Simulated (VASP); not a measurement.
# ScAl3 (I4/mmm) in VASP: notebook

Runs on ScAl3. Level: PBEsol. Tasks: single point.

Everything below comes from runs of VASP 6.6.1. Logs are shortened: lines on timing, memory, paths and dates and some standing lists are left out, and cuts for length are marked.

### 1 The cell of the first run

Symmetry: I4/mmm, No. 139, tetragonal system. The conventional cell has a = 5.758 Å, b = 5.758 Å, c = 8.143 Å, α = 90.00°, β = 90.00°, γ = 90.00°. Within 3.8 Å of Sc (site symmetry -4m2) lie 12 Al at 2.88 Å. Al (site symmetry m2m) has 8 Al at 2.80 to 2.95 Å and 4 Sc at 2.88 Å within 3.7 Å. Within 3.7 Å of Al (site symmetry 4mm) lie 8 Al at 2.84 to 2.92 Å and 4 Sc at 2.88 Å.

### 2 Single point, PBEsol (atoms displaced along a vibrational mode)

Input file INCAR:

```
PREC     = Accurate       # precision mode
ENCUT    = 520            # plane-wave cutoff, eV
EDIFF    = 1E-7           # SCF threshold, eV
ISMEAR   = 0              # smearing method
SIGMA    = 0.15           # smearing width, eV
LREAL    = False          # projectors in reciprocal space
LASPH    = True           # aspherical terms in the spheres
NELM     = 80             # most SCF steps
ALGO     = Fast           # electronic algorithm
ISIF     = 2              # what is computed and relaxed
LWAVE    = False          # write WAVECAR
LCHARG   = True           # write CHGCAR
GGA      = PS             # functional
LELF     = True           # ELF
LVHAR    = True         
NBANDS   = 30             # bands
```

Input file KPOINTS:

```
Automatic mesh
0
Gamma
  10 10 10
```

Input file POSCAR:

```
ScAl3
1.0
   -4.0712986161      0.0000000000     -4.0712986161
    0.0000000000     -4.0712986161     -4.0712986161
   -4.0712986161     -4.0712986161      0.0000000000
Sc Al
2 6
Direct
    0.0000000000      0.0000000000      0.0000000000
    0.5000000000      0.5000000000      0.5000000000
   -0.0064475742      0.5064475742      0.5064475742
    0.5064475742     -0.0064475742     -0.0064475742
   -0.0064475742      0.5064475742     -0.0064475742
    0.5064475742     -0.0064475742      0.5064475742
    0.4871048516      0.4871048516      0.0128951484
    1.0128951484      1.0128951484      0.4871048516
```

Potentials or basis: VASP PAW PBE potentials, release 64 (Sc_sv, Al).

On the command line:

```
> cat potpaw_PBE.64/Sc_sv/POTCAR potpaw_PBE.64/Al/POTCAR > POTCAR
> mpirun -np 1 vasp_std > vasp.out
```

OUTCAR:

```text
PREC = Accurate
   ENCUT = 520
   EDIFF = 1E-7
   ISMEAR = 0
   LREAL = False
   LASPH = True
   NELM = 80
   ISIF = 2
   GGA = PS

 ion  position               nearest neighbor table
   1  0.000  0.000  0.000-   4 2.88   6 2.88   3 2.88   5 2.88   3 2.88   6 2.88   4 2.88   5 2.88
                             8 2.88   8 2.88   7 2.88   7 2.88
   2  0.500  0.500  0.500-   3 2.88   6 2.88   4 2.88   5 2.88   4 2.88   6 2.88   3 2.88   5 2.88
                             8 2.88   7 2.88   7 2.88   8 2.88
   3  0.994  0.506  0.506-   5 2.80   6 2.80   7 2.84   8 2.84   2 2.88   2 2.88   1 2.88   1 2.88
                             8 2.92   7 2.92   6 2.95   5 2.95
   4  0.506  0.994  0.994-   5 2.80   6 2.80   7 2.84   8 2.84   2 2.88   1 2.88   2 2.88   1 2.88
                             7 2.92   8 2.92   5 2.95   6 2.95
   5  0.994  0.506  0.994-   3 2.80   4 2.80   7 2.84   8 2.84   2 2.88   1 2.88   2 2.88   1 2.88
                             8 2.92   7 2.92   3 2.95   4 2.95
   6  0.506  0.994  0.506-   3 2.80   4 2.80   7 2.84   8 2.84   2 2.88   2 2.88   1 2.88   1 2.88
                             7 2.92   8 2.92   3 2.95   4 2.95
   7  0.487  0.487  0.013-   3 2.84   4 2.84   5 2.84   6 2.84   1 2.88   2 2.88   1 2.88   2 2.88
                             4 2.92   6 2.92   3 2.92   5 2.92
   8  0.013  0.013  0.487-   3 2.84   4 2.84   5 2.84   6 2.84   1 2.88   1 2.88   2 2.88   2 2.88
                             3 2.92   4 2.92   5 2.92   6 2.92

  LATTYP: Found a face centered cubic cell.
 ALAT       =     8.1425972322

  Lattice vectors:

 A1 = (  -4.0712986161,   0.0000000000,  -4.0712986161)
 A2 = (   0.0000000000,  -4.0712986161,  -4.0712986161)
 A3 = (  -4.0712986161,  -4.0712986161,   0.0000000000)

Analysis of symmetry for initial positions (statically):
=====================================================================
 Subroutine PRICEL returns:
 Original cell was already a primitive cell.

 Routine SETGRP: Setting up the symmetry group for a
 face centered cubic supercell.

 Subroutine GETGRP returns: Found 16 space group operations
 (whereof  8 operations were pure point group operations)
 out of a pool of 48 trial point group operations.

The static configuration has the point symmetry D_2d.
 The point group associated with its full space group is D_4h.

Analysis of symmetry for dynamics (positions and initial velocities):
=====================================================================
 Subroutine PRICEL returns:
 Original cell was already a primitive cell.

 Routine SETGRP: Setting up the symmetry group for a
 face centered cubic supercell.

 Subroutine GETGRP returns: Found 16 space group operations
 (whereof  8 operations were pure point group operations)
[... 121 lines left out ...]
   ISIF   =      2    stress and relaxation
   ISYM   =      2    0-nonsym 1-usesym 2-fastsym
   POTIM  = 0.5000    time-step for ionic-motion
   TEBEG  =    0.0;   TEEND  =   0.0 temperature during run
   PSTRESS=    0.0 pullay stress
   NELECT =      40.0000    total number of electrons
   NUPDOWN=      -1.0000    fix difference up-down
   EMIN   =  10.00;   EMAX   =-10.00  energy-range for DOS
   EFERMI =   0.00;   METHOD = LEGACY
   ISMEAR =     0;   SIGMA  =   0.15  broadening in eV -4-tet -1-fermi 0-gaus
   EFERMI_NEDOS =   21; number of points for ismear=-14 and -15
   IALGO  =     68    algorithm
   IMIX   =      4    mixing-type and parameters
     AMIX     =   0.40;   BMIX     =  1.00
     AMIX_MAG =   1.60;   BMIX_MAG =  1.00
  volume/ion in A,a.u.               =      16.87       113.85
  Fermi-wavevector in a.u.,A,eV,Ry     =   1.091487  2.062611 16.209215  1.191344
  Thomas-Fermi vector in A             =   2.227733
   LORBIT       =      0    0 simple, 1 ext, 2 COOP (PROOUT), +10 PAW based schemes
   GGA     = PS    functional components
   LHFCALC =     F    Hartree Fock is set to
   AEXX    =    0.0000 exact exchange contribution
   IVDW    =     0    specifies the selected vdW correction
   LEPSILON=     F    determine dielectric tensor
   LRPA    =     F    only Hartree local field effects (RPA)
 non-spin polarized calculation
 RMM-DIIS sequential band-by-band and
 Gauss-broadening in eV      SIGMA  =   0.15
  energy-cutoff  :      520.00
  volume of cell :      134.97
 maximum number of plane-waves:      3695
 NGX is ok and might be reduce to    48
   NGX = 21   NGY = 21   NGZ = 21

 number of electron      40.0000004 magnetization

 Free energy of the ion-electron system (eV)
  ---------------------------------------------------
  ext. energy  EPLUGINS =         0.00000000
  ---------------------------------------------------
  free energy    TOTEN  =       -41.50382816 eV

  energy without entropy =      -41.47611409  energy(sigma->0) =      -41.48997112

 E-fermi :   7.3293     XC(G=0): -10.5462

 val. band max:        7.3189425201   @ k =  -0.2000   0.3000   0.1000
 cond. band min:       7.3415097960   @ k =   0.1000  -0.2000   0.3000
 fundamental gap:      0.0225672759
 Fermi energy:         7.3292595607

 k-point     1 :       0.0000    0.0000    0.0000
  band No.  band energies     occupation
      1     -41.3979      2.00000
      2     -41.3938      2.00000
      3     -20.2269      2.00000
      4     -20.2258      2.00000
      5     -20.2258      2.00000
      6     -20.2013      2.00000
[... 781 lines left out ...]
     29      11.3081      0.00000
     30      11.5176      0.00000

 [... further k-points ...]
[... 5 lines left out ...]
  --------------------------------------------------------------------------------------
  -------------------------------------------------------------------------------------
  Total        0.3004062      0.3004062      0.0968634      0.0000000      0.0000000      0.0000000
  in kB        3.5660757      3.5660757      1.1498510      0.0000000      0.0000000      0.0000000
  external PRESSURE =       2.7606675 kB  Pullay stress =       0.0000000 kB

 VOLUME and BASIS-vectors are now :
 -----------------------------------------------------------------------------
  energy-cutoff  :      520.00
  volume of cell :      134.97
      direct lattice vectors                 reciprocal lattice vectors
    -4.071298616  0.000000000 -4.071298616    -0.122810938  0.122810938 -0.122810938
     0.000000000 -4.071298616 -4.071298616     0.122810938 -0.122810938 -0.122810938
    -4.071298616 -4.071298616  0.000000000    -0.122810938 -0.122810938  0.122810938

 POSITION                                       TOTAL-FORCE (eV/Angst)
 -----------------------------------------------------------------------------------
      0.00000      0.00000      0.00000        -0.000000     -0.000000     -0.000000
     -4.07130     -4.07130     -4.07130         0.000000     -0.000000     -0.000000
     -6.10695     -4.12380     -6.10695         0.000000      0.126394     -0.000000
     -6.10695     -8.09010     -6.10695         0.000000     -0.126394     -0.000000
     -8.09010     -6.10695     -6.10695        -0.126394     -0.000000     -0.000000
     -4.12380     -6.10695     -6.10695         0.126394     -0.000000     -0.000000
     -2.03565     -2.03565     -3.96630         0.000000     -0.000000     -0.239878
     -2.03565     -2.03565     -0.10500         0.000000     -0.000000      0.239878
 -----------------------------------------------------------------------------------
    total drift:                                0.000000      0.000000      0.000000

  FREE ENERGIE OF THE ION-ELECTRON SYSTEM (eV)
  ---------------------------------------------------
  free  energy   TOTEN  =       -41.5038281609 eV

  energy  without entropy=      -41.4761140876  energy(sigma->0) =      -41.48997112
```

stdout:

```text
POSCAR found type information on POSCAR ScAl
 POSCAR found :  2 types and       8 ions
 scaLAPACK will be used
 -----------------------------------------------------------------------------
|                                                                             |
|                                                                             |
|     You enforced a specific xc type in the INCAR file but a different       |
|     I HOPE YOU KNOW WHAT YOU ARE DOING!                                     |
|                                                                             |
 -----------------------------------------------------------------------------

 LDA part: xc-table for (Slater+PW92), standard interpolation
 POSCAR, INCAR and KPOINTS ok, starting setup
 FFT: planning ... GRIDC
 FFT: planning ... GRID_SOFT
 FFT: planning ... GRID
 WAVECAR not read
 entering main loop
```

Wall time 11 min (1 thread of Intel Xeon 6975P-C (Granite Rapids), shared host); peak memory 0.54 GiB.

What came out:

```
Free energy            : -41.5038 eV
Pressure               : 0.3 GPa
Largest force          : 0.240 eV/Å
Band gap on the k mesh : zero (bands 20 and 21 overlap by 2.73 eV)
```

Forces in eV/Å, atoms in the order of the input:
```
Sc   0.000  0.000  0.000
Sc   0.000  0.000  0.000
Al   0.000  0.126  0.000
Al   0.000 -0.126  0.000
Al  -0.126  0.000  0.000
Al   0.126  0.000  0.000
Al   0.000  0.000 -0.240
Al   0.000  0.000  0.240
```

Stress tensor (GPa, compression positive):
```
0.36 0.00 0.00
0.00 0.36 0.00
0.00 0.00 0.11
```

Caveat: the cell differs from its parent crystal (atoms displaced along a vibrational mode); the PAW data sets were made with another functional, which shifts forces and pressure a little.

### 3 Single point, PBEsol (atoms displaced along a vibrational mode)

Input file INCAR:

```
PREC     = Accurate       # precision mode
ENCUT    = 520            # plane-wave cutoff, eV
EDIFF    = 1E-6           # SCF threshold, eV
ISMEAR   = 0              # smearing method
SIGMA    = 0.15           # smearing width, eV
LREAL    = F              # projectors in reciprocal space
LASPH    = T              # aspherical terms in the spheres
NELM     = 100            # most SCF steps
ALGO     = Fast           # electronic algorithm
ISIF     = 2              # what is computed and relaxed
LWAVE    = F              # write WAVECAR
LCHARG   = F              # write CHGCAR
GGA      = PS             # functional
NBANDS   = 30             # bands
```

Input file KPOINTS:

```
regular mesh
0
Gamma
  10 10 10
```

Input file POSCAR:

```
ScAl3
1.0
   -4.0712986161      0.0000000000     -4.0712986161
    0.0000000000     -4.0712986161     -4.0712986161
   -4.0712986161     -4.0712986161      0.0000000000
Sc Al
2 6
Direct
    0.0000000000      0.0000000000      0.0000000000
    0.5000000000      0.5000000000      0.5000000000
   -0.0046054102      0.5046054102      0.5046054102
    0.5046054102     -0.0046054102     -0.0046054102
   -0.0046054102      0.5046054102     -0.0046054102
    0.5046054102     -0.0046054102      0.5046054102
    0.4907891797      0.4907891797      0.0092108203
    1.0092108203      1.0092108203      0.4907891797
```

Potentials or basis: VASP PAW PBE potentials, release 64 (Sc_sv, Al).

On the command line:

```
> cat potpaw_PBE.64/Sc_sv/POTCAR potpaw_PBE.64/Al/POTCAR > POTCAR
> mpirun -np 1 vasp_std > vasp.out
```

Wall time 7.3 min (1 thread of Intel Xeon 6975P-C (Granite Rapids), shared host); peak memory 0.55 GiB.

Results (log left out):

| Quantity | Value |
| --- | --- |
| Free energy | -41.5226 eV |
| Pressure | 0.2 GPa |
| Largest force | 0.173 eV/Å |
| Band gap on the k mesh | zero (bands 20 and 21 overlap by 2.75 eV) |

Forces on the atoms (eV/Å):
```
Sc   0.000  0.000  0.000
Sc   0.000  0.000  0.000
Al   0.000  0.089  0.000
Al   0.000 -0.089  0.000
Al  -0.089  0.000  0.000
Al   0.089  0.000  0.000
Al   0.000  0.000 -0.173
Al   0.000  0.000  0.173
```

Stress tensor (GPa, compression positive):
```
0.29 0.00 0.00
0.00 0.29 0.00
0.00 0.00 0.16
```

Levels at points of the mesh, in eV from the Fermi level:
```tsv
k point	band 16	band 17	band 18	band 19	band 20	band 21	band 22	band 23	band 24	band 25
(0.00, 0.00, 0.00)	-2.97	-2.66	-2.66	-1.83	-1.83	-1.82	0.93	1.19	1.28	1.28
(0.50, 0.00, 0.00)	-3.79	-1.30	-1.30	-1.24	-1.24	0.99	0.99	1.93	1.93	1.98
(0.50, 0.50, 0.00)	-1.76	-1.53	-0.57	-0.57	0.93	1.02	1.02	1.21	1.29	1.37
(0.00, 0.50, 0.50)	-1.75	-1.53	-0.57	-0.56	0.92	1.01	1.01	1.19	1.31	1.37
```

Caveat: the cell differs from its parent crystal (atoms displaced along a vibrational mode); the PAW data sets were made with another functional, which shifts forces and pressure a little.

### 4 Single point, PBEsol (atoms displaced along a vibrational mode)

Input file INCAR:

```
ALGO     = Fast           # electronic algorithm
EDIFF    = 1E-7           # SCF threshold, eV
ENCUT    = 520            # plane-wave cutoff, eV
GGA      = PS             # functional
ISIF     = 2              # what is computed and relaxed
ISMEAR   = 0              # smearing method
LASPH    = T              # aspherical terms in the spheres
LCHARG   = T              # write CHGCAR
LELF     = T              # ELF
LREAL    = F              # projectors in reciprocal space
LVHAR    = T            
LWAVE    = F              # write WAVECAR
NBANDS   = 30             # bands
NELM     = 100            # most SCF steps
PREC     = Accurate       # precision mode
SIGMA    = 0.15           # smearing width, eV
```

Input file KPOINTS:

```
k-points
0
Gamma
  10 10 10
```

Input file POSCAR:

```
ScAl3
1.0
   -4.0712986161      0.0000000000     -4.0712986161
    0.0000000000     -4.0712986161     -4.0712986161
   -4.0712986161     -4.0712986161      0.0000000000
Sc Al
2 6
Direct
    0.0000000000      0.0000000000      0.0000000000
    0.5000000000      0.5000000000      0.5000000000
   -0.0027632461      0.5027632461      0.5027632461
    0.5027632461     -0.0027632461     -0.0027632461
   -0.0027632461      0.5027632461     -0.0027632461
    0.5027632461     -0.0027632461      0.5027632461
    0.4944735078      0.4944735078      0.0055264922
    1.0055264922      1.0055264922      0.4944735078
```

On the command line:

```
> cat potpaw_PBE.64/Sc_sv/POTCAR potpaw_PBE.64/Al/POTCAR > POTCAR
> mpirun -np 1 vasp_std > vasp.out
```

Wall time 8.3 min (1 thread of Intel Xeon 6975P-C (Granite Rapids), shared host); peak memory 0.55 GiB.

It converged, with:

| Item | Value |
| --- | --- |
| Free energy | -41.5352 eV |
| Pressure | 0.2 GPa |
| Largest force | 0.104 eV/Å |
| Band gap on the k mesh | zero (bands 20 and 21 overlap by 2.75 eV) |

Forces on the atoms (eV/Å):
```
Sc   0.000  0.000  0.000
Sc   0.000  0.000  0.000
Al   0.000  0.053  0.000
Al   0.000 -0.053  0.000
Al  -0.053  0.000  0.000
Al   0.053  0.000  0.000
Al   0.000  0.000 -0.104
Al   0.000  0.000  0.104
```

Levels at points of the mesh, in eV from the Fermi level:
```
           k point  band 16  band 17  band 18  band 19  band 20  band 21  band 22  band 23  band 24  band 25
(0.00, 0.00, 0.00)    -2.97    -2.66    -2.66    -1.83    -1.83    -1.82     0.93     1.20     1.28     1.28
(0.50, 0.00, 0.00)    -3.79    -1.29    -1.29    -1.25    -1.25     1.00     1.00     1.94     1.94     1.97
(0.50, 0.50, 0.00)    -1.75    -1.53    -0.57    -0.57     0.93     1.01     1.01     1.20     1.31     1.37
(0.00, 0.50, 0.50)    -1.75    -1.53    -0.57    -0.57     0.93     1.01     1.01     1.19     1.32     1.36
```

Caveat: the cell differs from its parent crystal (atoms displaced along a vibrational mode); the PAW data sets were made with another functional, which shifts forces and pressure a little.

[end of part 1 of 2]

The gap in the log of VASP goes by the Fermi energy; the results here count the filled bands.